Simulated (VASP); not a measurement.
Crystal: B.

```
B
1.0
     0.00000    2.06831    2.06831
     2.06831    0.00000    2.06831
     2.06831    2.06831    0.00000
B
2
Direct
  0.12500 0.12500 0.12500
  0.87500 0.87500 0.87500
```

* Program: VASP 6.6.1
* Task: relaxation of cell and atoms
* Functional: r2SCAN
* Potentials or basis: VASP PAW PBE potentials, release 64 (B)
* Cutoff: 600 eV
* k mesh: 13 × 13 × 13
* Occupations: fermi-dirac, width 0.1 eV
* Spin: no spin polarisation

At the start: pressure -9.8 GPa; volume 8.85 Å³/atom.

Problem. Where does the relaxation end?

Solution. Over 3 steps the energy falls by 16.5 meV/atom and the volume is 8.33 Å³/atom (-5.8 %); space group Fd-3m (No. 227, to 0.05 Å).

Step by step:
```csv
step,energy change (eV),largest force (eV/Å),pressure (GPa),volume (Å³)
1,0.0000,0.0000,-9.76,17.70
2,-0.0296,0.0000,3.54,16.35
3,-0.0329,0.0000,0.02,16.66
```

Final structure:
```yaml
crystal:
  lattice:
    - [0.00000, 2.02719, 2.02719]
    - [2.02719, 0.00000, 2.02719]
    - [2.02719, 2.02719, 0.00000]
  atoms:
    - { symbol: B, position: [0.12500, 0.12500, 0.12500] }
    - { symbol: B, position: [0.87500, 0.87500, 0.87500] }
```

Caveat: the PAW data sets were made with another functional, which shifts forces and pressure a little.
